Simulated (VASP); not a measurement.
# GaP (F-43m) in VASP: phonons with PBEsol+D3(BJ)

Aim: the phonons of GaP with PBEsol+D3(BJ).

Everything below comes from runs of VASP 6.6.1. Logs are shortened: lines on timing, memory, paths and dates and some standing lists are left out, and cuts for length are marked.

## Step 1: The cell of the first run

It takes space group F-43m (No. 216, cubic). The conventional cell has a = 5.451 Å, b = 5.451 Å, c = 5.451 Å, α = 90.00°, β = 90.00°, γ = 90.00°. Within 3.1 Å of Ga (site symmetry -43m) lie 4 P at 2.36 Å. P (site symmetry -43m) has 4 Ga at 2.36 Å within 3.1 Å.

## Step 2: Phonons, PBEsol+D3(BJ)

File INCAR:

```
ALGO = Normal
EDIFF = 1E-8
ENCUT = 500
GGA = PS
GGA_COMPAT = F
IBRION = 6
ISIF = 2
ISMEAR = 0
IVDW = 12
LASPH = T
LCHARG = F
LREAL = F
LWAVE = F
NBANDS = 16
NELM = 120
NFREE = 2
NSW = 1
POTIM = 0.015
PREC = Accurate
SIGMA = 0.01
```

File KPOINTS:

```
k-points
0
Gamma
  3 3 3
```

File POSCAR:

```
GaP
1.0
    0.0000000000      2.7252500000      2.7252500000
    2.7252500000      0.0000000000      2.7252500000
    2.7252500000      2.7252500000      0.0000000000
Ga P
1 1
Direct
    0.0000000000      0.0000000000      0.0000000000
    0.2500000000      0.2500000000      0.2500000000
```

Potentials or basis: VASP PAW PBE potentials, release 64 (Ga_d, P).

Launch:

```bash
$ cat potpaw_PBE.64/Ga_d/POTCAR potpaw_PBE.64/P/POTCAR > POTCAR
$ mpirun -np 1 vasp_std > vasp.out
```

OUTCAR:

```text
EDIFF = 1E-8
   ENCUT = 500
   GGA = PS
   IBRION = 6
   ISIF = 2
   ISMEAR = 0
   IVDW = 12
   LASPH = T
   LREAL = F
   NELM = 120
   NFREE = 2
   NSW = 1
   POTIM = 0.015
   PREC = Accurate
 IVDW          = 12

 ion  position               nearest neighbor table
   1  0.000  0.000  0.000-   2 2.36   2 2.36   2 2.36   2 2.36
   2  0.250  0.250  0.250-   1 2.36   1 2.36   1 2.36   1 2.36

  LATTYP: Found a face centered cubic cell.
 ALAT       =     5.4505000000

  Lattice vectors:

 A1 = (   0.0000000000,   2.7252500000,   2.7252500000)
 A2 = (   2.7252500000,   0.0000000000,   2.7252500000)
 A3 = (   2.7252500000,   2.7252500000,   0.0000000000)

Analysis of symmetry for initial positions (statically):
=====================================================================
 Subroutine PRICEL returns:
 Original cell was already a primitive cell.

 Routine SETGRP: Setting up the symmetry group for a
 face centered cubic supercell.

 Subroutine GETGRP returns: Found 24 space group operations
 (whereof 24 operations were pure point group operations)
 out of a pool of 48 trial point group operations.

The static configuration has the point symmetry T_d .

Analysis of symmetry for dynamics (positions and initial velocities):
=====================================================================
 Subroutine PRICEL returns:
 Original cell was already a primitive cell.

 Routine SETGRP: Setting up the symmetry group for a
 face centered cubic supercell.

 Subroutine GETGRP returns: Found 24 space group operations
 (whereof 24 operations were pure point group operations)
 out of a pool of 48 trial point group operations.

The dynamic configuration has the point symmetry T_d .

 Subroutine INISYM returns: Found 24 space group operations
 (whereof 24 operations are pure point group operations),
 and found     1 'primitive' translations

----------------------------------------------------------------------------------------

                                     Primitive cell

  volume of cell :      40.4808

  direct lattice vectors                    reciprocal lattice vectors
     0.000000000  2.725250000  2.725250000    -0.183469406  0.183469406  0.183469406
     2.725250000  0.000000000  2.725250000     0.183469406 -0.183469406  0.183469406
     2.725250000  2.725250000  0.000000000     0.183469406  0.183469406 -0.183469406

  length of vectors
     3.854085511  3.854085511  3.854085511     0.317778334  0.317778334  0.317778334

  position of ions in fractional coordinates (direct lattice)
     0.000000000  0.000000000  0.000000000
     0.250000000  0.250000000  0.250000000

  ion indices of the primitive-cell ions
   primitive index   ion index
                 1           1
                 2           2

----------------------------------------------------------------------------------------

 KPOINTS: k-points

Automatic generation of k-mesh.
 Grid dimensions read from file:
 generate k-points for:    3    3    3

 Generating k-lattice:

  Cartesian coordinates                     Fractional coordinates (reciprocal lattice)
    -0.061156469  0.061156469  0.061156469     0.333333333  0.000000000  0.000000000
     0.061156469 -0.061156469  0.061156469     0.000000000  0.333333333  0.000000000
     0.061156469  0.061156469 -0.061156469     0.000000000  0.000000000  0.333333333

  Length of vectors
     0.105926111  0.105926111  0.105926111

  Shift w.r.t. Gamma in fractional coordinates (k-lattice)
     0.000000000  0.000000000  0.000000000

 Subroutine IBZKPT returns following result:
 ===========================================

 Found      4 irreducible k-points:

 Following reciprocal coordinates:
            Coordinates               Weight
  0.000000  0.000000  0.000000      1.000000
  0.333333  0.000000  0.000000      8.000000
  0.333333  0.333333  0.000000      6.000000
 -0.333333  0.333333  0.000000     12.000000
   k-points           NKPTS =      4   k-points in BZ     NKDIM =      4   number of bands    NBANDS=     16
   number of dos      NEDOS =    301   number of ions     NIONS =      2
   total plane-waves  NPLWV =  21952
   dimension x,y,z NGX =    28 NGY =   28 NGZ =   28
   dimension x,y,z NGXF=    56 NGYF=   56 NGZF=   56
   ions per type =               1   1
   NGX,Y,Z   is equivalent  to a cutoff of  12.08, 12.08, 12.08 a.u.
   NGXF,Y,Z  is equivalent  to a cutoff of  24.16, 24.16, 24.16 a.u.
 SYSTEM =  unknown system
   PREC   = accura    normal or accurate (medium, high low for compatibility)
   ISTART =      0    job   : 0-new  1-cont  2-samecut
   ICHARG =      2    charge: 1-file 2-atom 10-const
   ISPIN  =      1    spin polarized calculation?
   LNONCOLLINEAR =      F non collinear calculations
   LSORBIT =      F    spin-orbit coupling
   LASPH  =      T    aspherical Exc in radial PAW
   ENCUT  =  500.0 eV  36.75 Ry    6.06 a.u.   7.03  7.03  7.03*2*pi/ulx,y,z
   NELM   =    120;   NELMIN=  2; NELMDL= -5     # of ELM steps
   EDIFF  = 0.1E-07   stopping-criterion for ELM
   LREAL  =      F    real-space projection
   EDIFFG = 0.1E-06   stopping-criterion for IOM
   NSW    =     61    number of steps for IOM
   IBRION =      6    ionic relax: 0-MD 1-quasi-New 2-CG
   NFREE  =      2    steps in history (QN), initial steepest desc. (CG)
   ISIF   =      2    stress and relaxation
   ISYM   =      2    0-nonsym 1-usesym 2-fastsym
   POTIM  = 0.0150    time-step for ionic-motion
   TEBEG  =    0.0;   TEEND  =   0.0 temperature during run
   PSTRESS=    0.0 pullay stress
   NELECT =      18.0000    total number of electrons
   NUPDOWN=      -1.0000    fix difference up-down
   EMIN   =  10.00;   EMAX   =-10.00  energy-range for DOS
   EFERMI =   0.00;   METHOD = LEGACY
   ISMEAR =     0;   SIGMA  =   0.01  broadening in eV -4-tet -1-fermi 0-gaus
   EFERMI_NEDOS =   21; number of points for ismear=-14 and -15
   IALGO  =     38    algorithm
   IMIX   =      4    mixing-type and parameters
     AMIX     =   0.40;   BMIX     =  1.00
     AMIX_MAG =   1.60;   BMIX_MAG =  1.00
  volume/ion in A,a.u.               =      20.24       136.59
  Fermi-wavevector in a.u.,A,eV,Ry     =   1.249538  2.361284 21.243377  1.561344
  Thomas-Fermi vector in A             =   2.383574
   LORBIT       =      0    0 simple, 1 ext, 2 COOP (PROOUT), +10 PAW based schemes
   GGA     = PS    functional components
   LHFCALC =     F    Hartree Fock is set to
   AEXX    =    0.0000 exact exchange contribution
   IVDW    =    12    specifies the selected vdW correction
   LEPSILON=     F    determine dielectric tensor
   LRPA    =     F    only Hartree local field effects (RPA)
 finite differences with symmetry
 non-spin polarized calculation
 Gauss-broadening in eV      SIGMA  =   0.01
  energy-cutoff  :      500.00
  volume of cell :       40.48
 maximum number of plane-waves:      1031
   NGX = 13   NGY = 13   NGZ = 13

--------------------------------------- Ionic step        1  -------------------------------------------

 number of electron      18.0000016 magnetization

 Free energy of the ion-electron system (eV)
  ---------------------------------------------------
  ext. energy  EPLUGINS =         0.00000000
  ---------------------------------------------------
  free energy    TOTEN  =        -9.39758977 eV

  energy without entropy =       -9.39758977  energy(sigma->0) =       -9.39758977

------------------------ aborting loop because EDIFF is reached ----------------------------------------

 Edisp (eV)   -0.56261

 E8    (eV) :    -0.3633

  FORCE on cell =-STRESS in cart. coord.  units (eV):
  Direction    XX          YY          ZZ          XY          YZ          ZX
  --------------------------------------------------------------------------------------
  -------------------------------------------------------------------------------------
  Total      -0.31186    -0.31186    -0.31186    -0.00000    -0.00000    -0.00000
  in kB     -12.34316   -12.34316   -12.34316    -0.00000    -0.00000    -0.00000
  external pressure =      -12.34 kB  Pullay stress =        0.00 kB
[... 141 lines left out ...]
  energy  without entropy=       -9.9590573192  energy(sigma->0) =       -9.95905732

--------------------------------------- Ionic step        5  -------------------------------------------

 number of electron      18.0000016 magnetization

 Free energy of the ion-electron system (eV)
  ---------------------------------------------------
  ext. energy  EPLUGINS =         0.00000000
  ---------------------------------------------------
  free energy    TOTEN  =        -9.39644739 eV

  energy without entropy =       -9.39644739  energy(sigma->0) =       -9.39644739

 E-fermi :   4.8040     XC(G=0):  -9.9671

 val. band max:        4.7438977918   @ k =   0.0000   0.0000   0.0000
 cond. band min:       6.2639593536   @ k =   0.0000   0.3333   0.3333
 fundamental gap:      1.5200615618
 Fermi energy:         4.8040284430

 k-point     1 :       0.0000    0.0000    0.0000
  band No.  band energies     occupation
      1      -9.9735      2.00000
      2      -9.9720      2.00000
      3      -9.9701      2.00000
      4      -9.8751      2.00000
      5      -9.8751      2.00000
      6      -7.8521      2.00000
[... 8 lines left out ...]
     15      14.4011      0.00000
     16      14.4015      0.00000
[... 164 lines left out ...]
  FREE ENERGIE OF THE ION-ELECTRON SYSTEM (eV)
  ---------------------------------------------------
  free  energy   TOTEN  =        -9.9590572906 eV

  energy  without entropy=       -9.9590572906  energy(sigma->0) =       -9.95905729

 INTERNAL STRAIN TENSORS FROM DISPLACED ATOMS
 ============================================

 INTERNAL STRAIN TENSOR FOR ION    1 for displacements in x,y,z  (eV/Angst):
          X           Y           Z          XY          YZ          ZX
  --------------------------------------------------------------------------------
  x     0.00000    -0.00000     0.00000     0.00000     6.84418    -0.00000
  y     0.00000     0.00000    -0.00000     0.00000     0.00000     6.84418
  z    -0.00000     0.00000     0.00000     6.84418    -0.00000     0.00000

 INTERNAL STRAIN TENSOR FOR ION    2 for displacements in x,y,z  (eV/Angst):
          X           Y           Z          XY          YZ          ZX
  --------------------------------------------------------------------------------
  x    -0.00000     0.00000    -0.00000     0.00000    -6.84466    -0.00000
  y     0.00000    -0.00000    -0.00000     0.00000     0.00000    -6.84466
  z     0.00000    -0.00000    -0.00000    -6.84466    -0.00000     0.00000

 Eigenvectors and eigenvalues of the dynamical matrix
 ----------------------------------------------------

   1 f  =   10.763104 THz    67.626576 2PiTHz  359.018499 cm-1    44.512601 meV
             X         Y         Z           dx          dy          dz
      0.000000  0.000000  0.000000     0.000000    0.555250    0.000000
      1.362625  1.362625  1.362625     0.000000   -0.831683    0.000000

   2 f  =   10.763104 THz    67.626576 2PiTHz  359.018499 cm-1    44.512601 meV
             X         Y         Z           dx          dy          dz
      0.000000  0.000000  0.000000    -0.555250    0.000000    0.000000
      1.362625  1.362625  1.362625     0.831683    0.000000    0.000000
[... 11 lines left out ...]
   5 f/i=    0.008240 THz     0.051771 2PiTHz    0.274845 cm-1     0.034076 meV
             X         Y         Z           dx          dy          dz
      0.000000  0.000000  0.000000     0.000000   -0.831683    0.000000
      1.362625  1.362625  1.362625     0.000000   -0.555250    0.000000

   6 f/i=    0.008240 THz     0.051771 2PiTHz    0.274845 cm-1     0.034076 meV
             X         Y         Z           dx          dy          dz
      0.000000  0.000000  0.000000     0.000000    0.000000    0.831683
      1.362625  1.362625  1.362625     0.000000    0.000000    0.555250

 ELASTIC MODULI CONTR FROM IONIC RELAXATION (kBar)
 Direction    XX          YY          ZZ          XY          YZ          ZX
 --------------------------------------------------------------------------------
 XX          -0.0000      0.0000     -0.0000      0.0000     -0.0000     -0.0000
 YY           0.0000     -0.0000      0.0000     -0.0000      0.0000     -0.0000
 ZZ          -0.0000      0.0000     -0.0000     -0.0000     -0.0000      0.0000
 XY           0.0000     -0.0000     -0.0000   -182.2750     -0.0000      0.0000
 YZ          -0.0000      0.0000     -0.0000     -0.0000   -182.2750      0.0000
 ZX          -0.0000     -0.0000      0.0000      0.0000      0.0000   -182.2750
 --------------------------------------------------------------------------------
```

Run time: 19 s. Hardware: 1 thread of Intel Xeon 6975P-C, shared host; peak memory 0.16 GiB.

Results:

* Highest phonon frequency at Γ, LO-TO splitting left out: 359 cm⁻¹
* Dispersion energy per atom: -0.281 eV

Phonon frequencies in cm⁻¹ (negative: imaginary):
```tsv
q point	frequencies
(0.000, 0.000, 0.000)	0 0 0 359 359 359
```

Caveat: the k points lie up to 0.67 Å⁻¹ apart; the cell wasn't relaxed at this level first, which shifts response properties; the PAW data sets were made with another functional, which shifts forces and pressure a little.
